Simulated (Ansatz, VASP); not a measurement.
# BaS in VASP and in Ansatz

File INCAR:

```
SYSTEM = BaS
PREC = Accurate
ENCUT = 520
EDIFF = 1E-8
ISMEAR = -1
SIGMA = 0.01
LREAL = .False.
LASPH = .True.
NELM = 60
ALGO = Normal
ISIF = 2
LWAVE = .False.
LCHARG = .False.
LEFG = .True.
NBANDS = 15
```

File KPOINTS:

```
Automatic mesh
0
Gamma
  7 7 7
  0 0 0
```

POSCAR

```
BaS
1.0
    0.0000000000      3.1937500000      3.1937500000
    3.1937500000      0.0000000000      3.1937500000
    3.1937500000      3.1937500000      0.0000000000
Ba S
1 1
Direct
    0.0000000000      0.0000000000      0.0000000000
    0.5000000000      0.5000000000      0.5000000000
```

Input for Ansatz:

```yaml
crystal:
  lattice:
    - [0.0, 3.19375, 3.19375]
    - [3.19375, 0.0, 3.19375]
    - [3.19375, 3.19375, 0.0]
  atoms:
    - { symbol: Ba, position: [0.0, 0.0, 0.0] }
    - { symbol: S, position: [0.5, 0.5, 0.5] }
kpoints:
  mp_grid: { grid: [7, 7, 7] }
  band_path:
    path:
      - [0.0, 0.0, 0.0]
      - [0.5, 0.0, 0.5]
      - [0.625, 0.25, 0.625]
      - [0.375, 0.375, 0.75]
      - [0.0, 0.0, 0.0]
      - [0.5, 0.5, 0.5]
      - [0.5, 0.25, 0.75]
      - [0.5, 0.0, 0.5]
    npoints: 14
scf:
  occupations: { method: fermi_dirac, width: 0.01 }
hamiltonian:
  xc: lda
  pseudopotentials: { kind: paw }
output:
  forces: true
  stress: true
  eigenvalues: true
  efg: { contact_densities: true }
  populations: true
  bader: true
  dos: { projected: true, de: 0.2, e_range: [-14, 8] }
  write_density: true
  write_potential: true
  elf: true
  volumetric_format: npy
```

Alike in both runs: task electric field gradients; functional LDA; k mesh 7 × 7 × 7; occupations fermi-dirac, width 0.01 eV; no spin polarisation.

|  | VASP | Ansatz |
| --- | --- | --- |
| version | VASP 6.6.1 | Ansatz 0.2.0 |
| potentials or method | VASP PAW LDA potentials, release 64 (Ba_sv, S) | PAW with Ansatz's default frozen-core files, scalar-relativistic |
| plane-wave cutoff (eV) | 520 | 420 |
| valence electrons in the cell | 16 | 16 |

```tsv
	VASP	Ansatz	Ansatz less VASP
gap on the k mesh at the Fermi level (eV)	1.96	2.07	+0.102
pressure (GPa)	-1.8	-2.5	-0.63
```

LDA's correlation is that of Perdew and Zunger in VASP and of Perdew and Wang (1992) in Ansatz.

Spin-orbit coupling is off throughout.
